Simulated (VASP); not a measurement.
# Mn (P6_3/mmc) in VASP: notebook

The runs below take Mn through single point, with revPBE.

Everything below comes from runs of VASP 6.6.1. Logs are shortened: lines on timing, memory, paths and dates and some standing lists are left out, and cuts for length are marked.

## 1. The cell of the first run

It takes space group P6_3/mmc (No. 194, hexagonal). Conventional cell: a = 2.462 Å, b = 2.462 Å, c = 3.979 Å, α = 90.00°, β = 90.00°, γ = 120.00°. Mn (site symmetry -6m2) has 12 Mn at 2.45 to 2.46 Å within 3.2 Å.

## 2. Single point, revPBE (volume scaled by 0.96)

INCAR reads:

```
SYSTEM = Mn
PREC = Accurate
ENCUT = 520
EDIFF = 1E-6
ISMEAR = -1
SIGMA = 0.1
LREAL = .FALSE.
LASPH = .TRUE.
NELM = 100
ALGO = Normal
ISIF = 2
LWAVE = .FALSE.
LCHARG = .FALSE.
GGA = RE
NBANDS = 20
```

KPOINTS reads:

```
regular mesh
0
G
  16 16 9
  0 0 0
```

POSCAR reads:

```
Mn
1.0
    2.4616306435      0.0000000000      0.0000000000
   -1.2308153217      2.1318346720      0.0000000000
    0.0000000000      0.0000000000      3.9794872100
Mn
2
Direct
    0.3333333333      0.6666666667      0.2500000000
    0.6666666667      0.3333333333      0.7500000000
```

Potentials or basis: VASP PAW PBE potentials, release 64 (Mn_pv).

Run with:

```bash
$ cat potpaw_PBE.64/Mn_pv/POTCAR > POTCAR
$ mpirun -np 1 vasp_std > vasp.out
```

OUTCAR:

```text
SYSTEM = Mn
   PREC = Accurate
   ENCUT = 520
   EDIFF = 1E-6
   ISMEAR = -1
   LREAL = .FALSE.
   LASPH = .TRUE.
   NELM = 100
   ISIF = 2
   GGA = RE

 ion  position               nearest neighbor table
   1  0.333  0.667  0.250-   2 2.45   2 2.45   2 2.45   2 2.45   2 2.45   2 2.45
   2  0.667  0.333  0.750-   1 2.45   1 2.45   1 2.45   1 2.45   1 2.45   1 2.45

  LATTYP: Found a hexagonal cell.
 ALAT       =     2.4616306435
 C/A-ratio  =     1.6166061389

  Lattice vectors:

 A1 = (   2.4616306435,   0.0000000000,   0.0000000000)
 A2 = (  -1.2308153217,   2.1318346720,   0.0000000000)
 A3 = (   0.0000000000,   0.0000000000,   3.9794872100)

Analysis of symmetry for initial positions (statically):
=====================================================================
 Subroutine PRICEL returns:
 Original cell was already a primitive cell.

 Routine SETGRP: Setting up the symmetry group for a
 hexagonal supercell.

 Subroutine GETGRP returns: Found 24 space group operations
 (whereof 12 operations were pure point group operations)
 out of a pool of 24 trial point group operations.

The static configuration has the point symmetry D_3d.
 The point group associated with its full space group is D_6h.

Analysis of symmetry for dynamics (positions and initial velocities):
=====================================================================
 Subroutine PRICEL returns:
 Original cell was already a primitive cell.

 Routine SETGRP: Setting up the symmetry group for a
 hexagonal supercell.

 Subroutine GETGRP returns: Found 24 space group operations
 (whereof 12 operations were pure point group operations)
 out of a pool of 24 trial point group operations.

The dynamic configuration has the point symmetry D_3d.
 The point group associated with its full space group is D_6h.

 Subroutine INISYM returns: Found 24 space group operations
 (whereof 12 operations are pure point group operations),
 and found     1 'primitive' translations

----------------------------------------------------------------------------------------

                                     Primitive cell

  volume of cell :      20.8835

  direct lattice vectors                    reciprocal lattice vectors
     2.461630643  0.000000000  0.000000000     0.406234787  0.234539764  0.000000000
    -1.230815322  2.131834672  0.000000000     0.000000000  0.469079527  0.000000000
     0.000000000  0.000000000  3.979487210     0.000000000  0.000000000  0.251288658

  length of vectors
     2.461630643  2.461630643  3.979487210     0.469079527  0.469079527  0.251288658

  position of ions in fractional coordinates (direct lattice)
     0.333333333  0.666666667  0.250000000
     0.666666667  0.333333333  0.750000000

  ion indices of the primitive-cell ions
   primitive index   ion index
                 1           1
                 2           2

----------------------------------------------------------------------------------------

 KPOINTS: regular mesh

Automatic generation of k-mesh.
 Grid dimensions read from file:
 generate k-points for:   16   16    9

 Generating k-lattice:

  Cartesian coordinates                     Fractional coordinates (reciprocal lattice)
     0.025389674  0.014658735  0.000000000     0.062500000  0.000000000  0.000000000
     0.000000000  0.029317470  0.000000000     0.000000000  0.062500000  0.000000000
     0.000000000  0.000000000  0.027920962     0.000000000  0.000000000  0.111111111

  Length of vectors
     0.029317470  0.029317470  0.027920962

  Shift w.r.t. Gamma in fractional coordinates (k-lattice)
     0.000000000  0.000000000  0.000000000

 Subroutine IBZKPT returns following result:
 ===========================================

 Found    150 irreducible k-points:

 Following reciprocal coordinates:
            Coordinates               Weight
  0.000000  0.000000  0.000000      1.000000
  0.062500 -0.000000  0.000000      6.000000
  0.125000 -0.000000  0.000000      6.000000
  0.187500 -0.000000  0.000000      6.000000
  0.250000 -0.000000  0.000000      6.000000
  0.312500  0.000000  0.000000      6.000000
[... 16 lines left out ...]
  0.187500  0.187500  0.000000      6.000000
  0.250000  0.187500  0.000000     12.000000
 [... further k-points ...]
   k-points           NKPTS =    150   k-points in BZ     NKDIM =    150   number of bands    NBANDS=     20
   number of dos      NEDOS =    301   number of ions     NIONS =      2
   total plane-waves  NPLWV =   9720
   dimension x,y,z NGX =    18 NGY =   18 NGZ =   30
   dimension x,y,z NGXF=    36 NGYF=   36 NGZF=   60
   ions per type =               2
   NGX,Y,Z   is equivalent  to a cutoff of  12.16, 12.16, 12.53 a.u.
   NGXF,Y,Z  is equivalent  to a cutoff of  24.31, 24.31, 25.07 a.u.
 SYSTEM =  Mn
   PREC   = accura    normal or accurate (medium, high low for compatibility)
   ISTART =      0    job   : 0-new  1-cont  2-samecut
   ICHARG =      2    charge: 1-file 2-atom 10-const
   ISPIN  =      1    spin polarized calculation?
   LNONCOLLINEAR =      F non collinear calculations
   LSORBIT =      F    spin-orbit coupling
   LASPH  =      T    aspherical Exc in radial PAW
   ENCUT  =  520.0 eV  38.22 Ry    6.18 a.u.   4.58  4.58  7.40*2*pi/ulx,y,z
   NELM   =    100;   NELMIN=  2; NELMDL= -5     # of ELM steps
   EDIFF  = 0.1E-05   stopping-criterion for ELM
   LREAL  =      F    real-space projection
   EDIFFG = 0.1E-04   stopping-criterion for IOM
   NSW    =      0    number of steps for IOM
   IBRION =     -1    ionic relax: 0-MD 1-quasi-New 2-CG
   NFREE  =      0    steps in history (QN), initial steepest desc. (CG)
   ISIF   =      2    stress and relaxation
   ISYM   =      2    0-nonsym 1-usesym 2-fastsym
   POTIM  = 0.5000    time-step for ionic-motion
   TEBEG  =    0.0;   TEEND  =   0.0 temperature during run
   PSTRESS=    0.0 pullay stress
   NELECT =      26.0000    total number of electrons
   NUPDOWN=      -1.0000    fix difference up-down
   EMIN   =  10.00;   EMAX   =-10.00  energy-range for DOS
   EFERMI =   0.00;   METHOD = LEGACY
   ISMEAR =    -1;   SIGMA  =   0.10  broadening in eV -4-tet -1-fermi 0-gaus
   EFERMI_NEDOS =   21; number of points for ismear=-14 and -15
   IALGO  =     38    algorithm
   IMIX   =      4    mixing-type and parameters
     AMIX     =   0.40;   BMIX     =  1.00
     AMIX_MAG =   1.60;   BMIX_MAG =  1.00
  volume/ion in A,a.u.               =      10.44        70.46
  Fermi-wavevector in a.u.,A,eV,Ry     =   1.761157  3.328104 42.200843  3.101674
  Thomas-Fermi vector in A             =   2.829782
   LORBIT       =      0    0 simple, 1 ext, 2 COOP (PROOUT), +10 PAW based schemes
   GGA     = RE    functional components
   LHFCALC =     F    Hartree Fock is set to
   AEXX    =    0.0000 exact exchange contribution
   IVDW    =     0    specifies the selected vdW correction
   LEPSILON=     F    determine dielectric tensor
   LRPA    =     F    only Hartree local field effects (RPA)
 non-spin polarized calculation
  energy-cutoff  :      520.00
  volume of cell :       20.88
 maximum number of plane-waves:       578
   NGX =  9   NGY =  9   NGZ = 15

 number of electron      26.0000026 magnetization

 Free energy of the ion-electron system (eV)
  ---------------------------------------------------
  ext. energy  EPLUGINS =         0.00000000
  ---------------------------------------------------
  free energy    TOTEN  =       -17.03918571 eV

  energy without entropy =      -16.94859361  energy(sigma->0) =      -16.99388966

 E-fermi :  10.8716     XC(G=0): -14.1048

 val. band max:       10.8697700822   @ k =   0.1250  -0.0000   0.1111
 cond. band min:      10.8788772156   @ k =   0.3125   0.1250   0.4444
 fundamental gap:      0.0091071334
 Fermi energy:        10.8716261587

 k-point     1 :       0.0000    0.0000    0.0000
  band No.  band energies     occupation
      1     -37.4970      2.00000
      2     -36.7788      2.00000
      3     -36.7788      2.00000
      4     -36.6646      2.00000
      5     -36.6646      2.00000
      6     -36.6475      2.00000
[... 12 lines left out ...]
     19      20.5046      0.00000
     20      31.7739      0.00000

 k-point     2 :       0.0625   -0.0000    0.0000
  band No.  band energies     occupation
      1     -37.4863      2.00000
      2     -36.8022      2.00000
      3     -36.7863      2.00000
      4     -36.6889      2.00000
      5     -36.6680      2.00000
      6     -36.6515      2.00000
[... 12 lines left out ...]
     19      20.5030      0.00000
     20      31.5496      0.00000

 k-point     3 :       0.1250   -0.0000    0.0000
  band No.  band energies     occupation
      1     -37.4551      2.00000
      2     -36.8690      2.00000
      3     -36.8074      2.00000
      4     -36.7576      2.00000
      5     -36.6780      2.00000
      6     -36.6637      2.00000
[... 12 lines left out ...]
     19      20.5035      0.00000
     20      30.3901      0.00000

 k-point     4 :       0.1875   -0.0000    0.0000
  band No.  band energies     occupation
      1     -37.4060      2.00000
      2     -36.9697      2.00000
      3     -36.8582      2.00000
      4     -36.8382      2.00000
      5     -36.6938      2.00000
      6     -36.6843      2.00000
[... 12 lines left out ...]
     19      20.5176      0.00000
     20      28.2011      0.00000

 k-point     5 :       0.2500   -0.0000    0.0000
  band No.  band energies     occupation
      1     -37.3432      2.00000
      2     -37.0892      2.00000
      3     -36.9738      2.00000
      4     -36.8734      2.00000
      5     -36.7133      2.00000
      6     -36.7132      2.00000
[... 12 lines left out ...]
     19      20.5377      0.00000
     20      25.8025      0.00000
[... 353 lines left out ...]
      6     -36.8210      2.00000
[... 12 lines left out ...]
     19      22.4667      0.00000
     20      23.3179      0.00000

 k-point    22 :       0.4375    0.1250    0.0000
  band No.  band energies     occupation
      1     -37.3756      2.00000
      2     -37.2367      2.00000
      3     -37.0965      2.00000
      4     -37.0123      2.00000
      5     -36.8651      2.00000
      6     -36.8265      2.00000
[... 12 lines left out ...]
     19      23.2834      0.00000
     20      23.7757      0.00000

 k-point    23 :       0.1875    0.1875    0.0000
  band No.  band energies     occupation
      1     -37.2553      2.00000
      2     -37.1488      2.00000
      3     -37.1438      2.00000
      4     -36.9127      2.00000
      5     -36.8000      2.00000
      6     -36.7595      2.00000
[... 12 lines left out ...]
     19      20.8466      0.00000
     20      24.5779      0.00000

 k-point    24 :       0.2500    0.1875    0.0000
  band No.  band energies     occupation
      1     -37.2373      2.00000
      2     -37.1879      2.00000
      3     -37.1825      2.00000
      4     -36.9679      2.00000
      5     -36.8423      2.00000
      6     -36.8003      2.00000
[... 12 lines left out ...]
     19      20.8667      0.00000
     20      22.9304      0.00000

 [... further k-points ...]
[... 5 lines left out ...]
  --------------------------------------------------------------------------------------
  -------------------------------------------------------------------------------------
  Total        1.5643708      1.5643708      1.5541534      0.0000000      0.0000000      0.0000000
  in kB      120.0181009    120.0181009    119.2342262      0.0000000      0.0000000      0.0000000
  external PRESSURE =     119.7568093 kB  Pullay stress =       0.0000000 kB

 VOLUME and BASIS-vectors are now :
 -----------------------------------------------------------------------------
  energy-cutoff  :      520.00
  volume of cell :       20.88
      direct lattice vectors                 reciprocal lattice vectors
     2.461630643  0.000000000  0.000000000     0.406234787  0.234539764  0.000000000
    -1.230815322  2.131834672  0.000000000     0.000000000  0.469079527  0.000000000
     0.000000000  0.000000000  3.979487210     0.000000000  0.000000000  0.251288658

 POSITION                                       TOTAL-FORCE (eV/Angst)
 -----------------------------------------------------------------------------------
     -0.00000      1.42122      0.99487         0.000000      0.000000      0.000000
      1.23082      0.71061      2.98462        -0.000000     -0.000000      0.000000
 -----------------------------------------------------------------------------------
    total drift:                               -0.000000      0.000000     -0.000000

  FREE ENERGIE OF THE ION-ELECTRON SYSTEM (eV)
  ---------------------------------------------------
  free  energy   TOTEN  =       -17.0391857057 eV

  energy  without entropy=      -16.9485936145  energy(sigma->0) =      -16.99388966
```

It took 28 s on 1 thread of AMD EPYC 9R45 (Zen 5), shared host; peak memory 0.13 GiB.

Results:

| Item | Value |
| --- | --- |
| Free energy | -17.0392 eV |
| Pressure | 12.0 GPa |
| Band gap on the k mesh | zero (band 13 reaches 11.89 eV, above the bottom of band 14 at 9.86 eV) |

Stress tensor (GPa, compression positive):
```
12.00  0.00  0.00
 0.00 12.00  0.00
 0.00  0.00 11.92
```

Caveat: the cell differs from its parent crystal (volume scaled by 0.96); the PAW data sets were made with another functional, which shifts forces and pressure a little; the run has no spin polarisation, though such a crystal can be magnetic. Spin polarisation is off, so any magnetic state and its effect on volume and gap are missing.

## 3. Single point, revPBE

This run uses another cell than the first one, of 10.88 Å³/atom, 1.042 times its volume.

INCAR reads:

```
PREC = Accurate ; ENCUT = 520
EDIFF = 1E-7 ; ISMEAR = -1
SIGMA = 0.1 ; LREAL = False
LASPH = True ; NELM = 60
ALGO = Normal ; ISIF = 2
LWAVE = False ; LCHARG = True
GGA = RE ; LELF = True
LVHAR = True ; NBANDS = 20
```

KPOINTS reads:

```
regular mesh
0
Gamma
  16 16 9
```

POSCAR reads:

```
Mn
1.0
    2.4953558020      0.0000000000      0.0000000000
   -1.2476779010      2.1610415160      0.0000000000
    0.0000000000      0.0000000000      4.0340075083
Mn
2
Direct
    0.3333333333      0.6666666667      0.2500000000
    0.6666666667      0.3333333333      0.7500000000
```

Potentials or basis: VASP PAW PBE potentials, release 64 (Mn_pv).

Run with:

```bash
$ cat potpaw_PBE.64/Mn_pv/POTCAR > POTCAR
$ mpirun -np 1 vasp_std > vasp.out
```

Run time: 32 s. Hardware: 1 thread of AMD EPYC 9R45 (Zen 5), shared host; peak memory 0.14 GiB.

It converged, with:

```yaml
Free_energy: -17.0711 eV
Pressure: 0.0 GPa
Band_gap_on_the_k_mesh: zero (band 13 reaches 11.26 eV, above the bottom of band 14 at 9.34 eV)
```

Stress tensor (GPa, compression positive):
```
 0.09  0.00  0.00
 0.00  0.09  0.00
 0.00  0.00 -0.05
```

Levels at points of the mesh, in eV from the Fermi level:
```
           k point  band 9  band 10  band 11  band 12  band 13  band 14  band 15  band 16  band 17  band 18
(0.00, 0.00, 0.00)   -0.94    -0.93    -0.93    -0.47    -0.47     0.04     0.04     0.71     1.58     1.58
(0.50, 0.00, 0.00)   -3.62    -1.36    -1.14    -0.91    -0.41     1.77     1.92     1.98     3.51     5.59
```

Caveat: the PAW data sets were made with another functional, which shifts forces and pressure a little; the run has no spin polarisation, though such a crystal can be magnetic. Spin polarisation is off, so any magnetic state and its effect on volume and gap are missing.

## 4. Single point, revPBE (volume scaled by 1.04)

INCAR reads:

```
SYSTEM = Mn
PREC = Accurate
ENCUT = 520
EDIFF = 1E-7
ISMEAR = -1
SIGMA = 0.1
LREAL = .False.
LASPH = .True.
NELM = 80
ALGO = Normal
ISIF = 2
LWAVE = .False.
LCHARG = .False.
GGA = RE
NBANDS = 20
```

KPOINTS reads:

```
regular mesh
0
Gamma
  16 16 9
  0 0 0
```

POSCAR reads:

```
Mn
1.0
    2.5281931967      0.0000000000      0.0000000000
   -1.2640965983      2.1894795340      0.0000000000
    0.0000000000      0.0000000000      4.0870926421
Mn
2
Direct
    0.3333333333      0.6666666667      0.2500000000
    0.6666666667      0.3333333333      0.7500000000
```

Run with:

```bash
$ cat potpaw_PBE.64/Mn_pv/POTCAR > POTCAR
$ mpirun -np 1 vasp_std > vasp.out
```

Run time: 35 s. Hardware: 1 thread of AMD EPYC 9R45 (Zen 5), shared host; peak memory 0.14 GiB.

Results (log left out):

| Quantity | Value |
| --- | --- |
| Free energy | -17.0449 eV |
| Pressure | -9.5 GPa |
| Band gap on the k mesh | zero (band 13 reaches 10.67 eV, above the bottom of band 14 at 8.86 eV) |

Stress tensor (GPa, compression positive):
```
-9.47  0.00  0.00
 0.00 -9.47  0.00
 0.00  0.00 -9.68
```

Levels at points of the mesh, in eV from the Fermi level:
```tsv
k point	band 11	band 12	band 13	band 14	band 15	band 16
(0.00, 0.00, 0.00)	-0.88	-0.44	-0.44	0.04	0.04	0.66
(0.50, 0.00, 0.00)	-1.07	-0.87	-0.39	1.67	1.82	1.87
```

Caveat: the cell differs from its parent crystal (volume scaled by 1.04); the PAW data sets were made with another functional, which shifts forces and pressure a little; the run has no spin polarisation, though such a crystal can be magnetic. Spin polarisation is off, so any magnetic state and its effect on volume and gap are missing.

## 5. Single point, revPBE (volume scaled by 1.08)

INCAR reads:

```
PREC     = Accurate       # precision mode
ENCUT    = 520            # plane-wave cutoff, eV
EDIFF    = 1E-7           # SCF threshold, eV
ISMEAR   = -1             # smearing method
SIGMA    = 0.1            # smearing width, eV
LREAL    = False          # projectors in reciprocal space
LASPH    = True           # aspherical terms in the spheres
NELM     = 80             # most SCF steps
ALGO     = Normal         # electronic algorithm
ISIF     = 2              # what is computed and relaxed
LWAVE    = False          # write WAVECAR
LCHARG   = False          # write CHGCAR
GGA      = RE             # functional
NBANDS   = 20             # bands
```

KPOINTS reads:

```
Automatic mesh
0
Gamma
  16 16 9
```

POSCAR reads:

```
Mn
1.0
    2.5601990399      0.0000000000      0.0000000000
   -1.2800995199      2.2171974073      0.0000000000
    0.0000000000      0.0000000000      4.1388334847
Mn
2
Direct
    0.3333333333      0.6666666667      0.2500000000
    0.6666666667      0.3333333333      0.7500000000
```

Run with:

```bash
$ cat potpaw_PBE.64/Mn_pv/POTCAR > POTCAR
$ mpirun -np 1 vasp_std > vasp.out
```

It took 34 s on 1 thread of AMD EPYC 9R45 (Zen 5), shared host; peak memory 0.14 GiB.

It converged, with:

| Item | Value |
| --- | --- |
| Free energy | -16.9720 eV |
| Pressure | -17.2 GPa |
| Band gap on the k mesh | zero (band 13 reaches 10.13 eV, above the bottom of band 14 at 8.41 eV) |

Stress tensor (GPa, compression positive):
```
-17.11   0.00   0.00
  0.00 -17.11   0.00
  0.00   0.00 -17.37
```

Levels at points of the mesh, in eV from the Fermi level:
```
           k point  band 9  band 10  band 11  band 12  band 13  band 14  band 15  band 16  band 17  band 18
(0.00, 0.00, 0.00)   -0.84    -0.83    -0.83    -0.42    -0.42     0.04     0.04     0.62     1.41     1.41
(0.50, 0.00, 0.00)   -3.24    -1.30    -1.01    -0.83    -0.38     1.58     1.72     1.77     3.17     5.07
```

Caveat: the cell differs from its parent crystal (volume scaled by 1.08); the PAW data sets were made with another functional, which shifts forces and pressure a little; the run has no spin polarisation, though such a crystal can be magnetic. Spin polarisation is off, so any magnetic state and its effect on volume and gap are missing.

## 6. Overview

```tsv
cell	gap on the mesh (eV)	pressure (GPa)
a = 2.462, b = 2.462, c = 3.979 Å, angles 90.0, 90.0, 120.0°, 2 atoms	none	12.0
a = 2.495, b = 2.495, c = 4.034 Å, angles 90.0, 90.0, 120.0°, 2 atoms	none	0.0
a = 2.528, b = 2.528, c = 4.087 Å, angles 90.0, 90.0, 120.0°, 2 atoms	none	-9.5
a = 2.560, b = 2.560, c = 4.139 Å, angles 90.0, 90.0, 120.0°, 2 atoms	none	-17.2
```

Alike in all rows: task single point; level revPBE; potentials or basis VASP PAW PBE potentials, release 64 (Mn_pv); no spin polarisation; k mesh 16 × 16 × 9; cutoff (eV) 520; smearing fermi-dirac 0.1 eV.

Caveats: the PAW data sets were made with another functional, which shifts forces and pressure a little; the run has no spin polarisation, though such a crystal can be magnetic.

Total energies depend on the potentials used, so only differences within one code and one set of settings carry meaning.
